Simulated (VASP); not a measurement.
Input of a VASP 6.6.1 run:

INCAR

```
SYSTEM = HfC
PREC = Accurate ; ENCUT = 520
EDIFF = 1E-6 ; ISMEAR = 0
SIGMA = 0.1 ; LREAL = .FALSE.
LASPH = .TRUE. ; NELM = 60
ALGO = Normal ; ISIF = 2
LWAVE = .FALSE. ; LCHARG = .FALSE.
GGA = PE ; NBANDS = 22
```

Contents of KPOINTS:

```
Automatic mesh
0
G
  18 18 18
  0 0 0
```

File POSCAR:

```
HfC
1.0
    1.6340154764      0.9433992752      5.6219280760
   -1.6340154764      0.9433992752      5.6219280760
    0.0000000000     -1.8867985503      5.6219280760
Hf C
2 2
Direct
    0.0042808767      0.0042808767      0.0042808767
    0.8302228742      0.8302228742      0.8302228742
    0.5841722112      0.5841722112      0.5841722112
    0.4146573680      0.4146573680      0.4146573680
```

Potentials or basis: VASP PAW PBE potentials, release 64 (Hf_pv, C).

Launch:

```bash
$ cat potpaw_PBE.64/Hf_pv/POTCAR potpaw_PBE.64/C/POTCAR > POTCAR
$ mpirun -np 1 vasp_std > vasp.out
```

Task: Predict the largest force.

Result: 0.017 eV/Å.

Task: What does it give for the pressure?

Result: -0.7 GPa.

Stress tensor (GPa, compression positive):
```
-0.65  0.00  0.00
 0.00 -0.65  0.00
 0.00  0.00 -0.94
```
